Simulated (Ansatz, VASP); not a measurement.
## WF: VASP beside Ansatz

The input INCAR:

```
PREC = Accurate ; ENCUT = 520
EDIFF = 1E-7 ; ISMEAR = -1
SIGMA = 0.05 ; LREAL = False
LASPH = True ; NELM = 150
ALGO = Normal ; ISIF = 2
LWAVE = False ; LCHARG = False
LMAXMIX = 4 ; LDAU = True
LDAUTYPE = 2 ; LDAUL = 2 -1
LDAUU = 2 0 ; LDAUJ = 0 0
LDAUPRINT = 1 ; GGA = PE
NBANDS = 18
```

File KPOINTS:

```
Automatic mesh
0
Gamma
  11 11 11
```

The input POSCAR:

```
WF
1.0
    1.3658900000      0.7886000000      5.0696000000
   -1.3658900000      0.7886000000      5.0696000000
    0.0000000000     -1.5771900000      5.0696000000
W F
1 1
Direct
    0.8141200000      0.8141200000      0.8141200000
    0.9371200000      0.9371200000      0.9371200000
```

The input input.yaml:

```yaml
crystal:
  lattice:
    - [1.36589, 0.7886, 5.0696]
    - [-1.36589, 0.7886, 5.0696]
    - [0.0, -1.57719, 5.0696]
  atoms:
    - { symbol: W, position: [0.81412, 0.81412, 0.81412] }
    - { symbol: F, position: [0.93712, 0.93712, 0.93712] }
hamiltonian:
  xc: pbe
  pseudopotentials: { kind: paw }
  hubbard: { sites: [{ species: W, l: d, u_eff: 2.0 }] }
kpoints:
  mp_grid: { grid: [11, 11, 11] }
scf:
  occupations: { method: fermi_dirac, width: 0.05 }
  n_extra_bands: 6
output:
  forces: true
  stress: true
  eigenvalues: true
  dos: { projected: true, de: 0.05, nscf_kmesh: { grid: [17, 17, 17] } }
  write_density: true
  write_potential: true
  elf: true
  volumetric_format: npy
```

Alike in both runs: functional PBE; k mesh 11 × 11 × 11; occupations fermi-dirac, width 0.05 eV; no spin polarisation; Hubbard terms W d U = 2.0 eV.

```csv
,VASP,Ansatz
version,VASP 6.6.1,Ansatz 0.2.0
potentials or method,"VASP PAW PBE potentials, release 64 (W_sv, F)",Ansatz PAW
plane-wave cutoff (eV),520,420
valence electrons in the cell,21,21
task,single point,projected density of states
```

VASP gave:

| Property | Result |
| --- | --- |
| gap on the k mesh at the Fermi level (eV) | none |
| pressure (GPa) | 4.0 |
| traceless stress, the component that is largest in VASP (GPa) | 1.33 |
| rms of the force components (eV/Å) | 0.371 |

Q: What did Ansatz give for the same quantities?

A: gap on the k mesh at the Fermi level (eV): none; pressure (GPa): 1.1; traceless stress, the component that is largest in VASP (GPa): -1.61; rms of the force components (eV/Å): 0.010.

The programs project onto different local orbitals, so the same U acts differently, and such runs can settle in different states. Atom by atom the forces differ by 0.361 eV/Å (rms over components). A gap of «none» marks a metal or a gap that the smearing closes.

Spin-orbit coupling is off throughout.
